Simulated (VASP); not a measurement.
**Zn3Cl2: relaxation of cell and atoms with PBE**

The system is Zn3Cl2.

```
CELL_PARAMETERS angstrom
1.81085 1.04550 8.39422
-1.81085 1.04550 8.39422
0.00000 -2.09099 8.39422
ATOMIC_POSITIONS crystal
Zn 0.00000 0.00000 0.00000
Zn 0.20950 0.20950 0.20950
Zn 0.79050 0.79050 0.79050
Cl 0.40000 0.40000 0.40000
Cl 0.60000 0.60000 0.60000
```

```yaml
Program: VASP 6.6.1
Task: relaxation of cell and atoms
Functional: PBE
Potentials_or_basis: VASP PAW PBE potentials, release 64 (Zn, Cl)
Cutoff: 600 eV
k_mesh: 6 × 6 × 6
Occupations: gaussian, width 0.1 eV
Spin: no spin polarisation
Dipole_correction: no
Further_INCAR_settings: ALGO = Normal; EDIFF = 1e-06; IBRION = 2; EDIFFG = -0.04; NSW = 90; ISIF = 3
```

* Relaxed volume: 20.88 Å³/atom
* Relaxed cell: a = 9.061 Å, b = 9.061 Å, c = 9.061 Å, α = 23.56°, β = 23.56°, γ = 23.56°
* Space group after relaxing (to 0.1 Å): R-3m (No. 166)
* Energy gained by relaxing: 172.0 meV/atom
* Ionic steps: 11
* Pressure after relaxing: -0.1 GPa
* Largest force after relaxing: 0.036 eV/Å
* Band gap on the k mesh: zero (bands 25 and 26 overlap by 0.12 eV)

Forces on the atoms (eV/Å):
```
Zn   0.000  0.000  0.000
Zn   0.000  0.000  0.036
Zn   0.000  0.000 -0.036
Cl   0.000  0.000  0.000
Cl   0.000  0.000  0.000
```

Stress tensor (GPa, compression positive):
```
-0.18  0.00  0.00
 0.00 -0.18  0.00
 0.00  0.00  0.16
```

Step by step:
```
step  energy change (eV)  largest force (eV/Å)  pressure (GPa)  volume (Å³)
   1              0.0000                1.6643            6.37        95.35
   2             -0.4493                1.0280            0.71       106.21
   3             -0.5217                0.7479           -1.65       113.61
   4             -0.6304                0.6886           -1.44       111.38
   5             -0.8444                0.2324           -0.13       104.84
   6             -0.8485                0.0841            0.84       102.51
   7             -0.8535                0.0723            0.31       103.55
   8             -0.8534                0.0446            0.43       103.36
   9             -0.8584                0.0485           -0.05       104.51
  10             -0.8584                0.0525           -0.04       104.56
  11             -0.8598                0.0364           -0.06       104.42
```

Final structure:
```
Zn Cl
1.0
     1.85014    1.06818    8.80593
    -1.85014    1.06818    8.80593
     0.00000   -2.13636    8.80593
Zn Cl
3 2
Direct
  0.00000 0.00000 0.00000
  0.19434 0.19434 0.19434
  0.80566 0.80566 0.80566
  0.40387 0.40387 0.40387
  0.59613 0.59613 0.59613
```

Levels at points of the mesh, in eV from the Fermi level:
```csv
k point,band 21,band 22,band 23,band 24,band 25,band 26,band 27,band 28,band 29,band 30
"(0.00, 0.00, 0.00)",-3.35,-3.35,-3.26,-3.26,-0.04,0.87,4.70,5.10,5.92,5.92
"(0.50, 0.00, 0.00)",-4.23,-3.90,-3.70,-2.82,-1.19,0.11,1.83,3.45,3.86,4.01
"(0.50, 0.50, 0.00)",-4.63,-4.02,-3.58,-2.62,-1.45,0.04,2.28,3.45,3.62,3.76
"(0.50, 0.50, 0.50)",-3.37,-3.32,-3.25,-3.25,-1.54,2.63,2.94,5.61,5.61,6.89
```

Wall time 41 min on 1 thread of Intel(R) Xeon(R) Platinum 8488C (Sapphire Rapids), with other jobs on the host, peak memory 0.79 GiB.
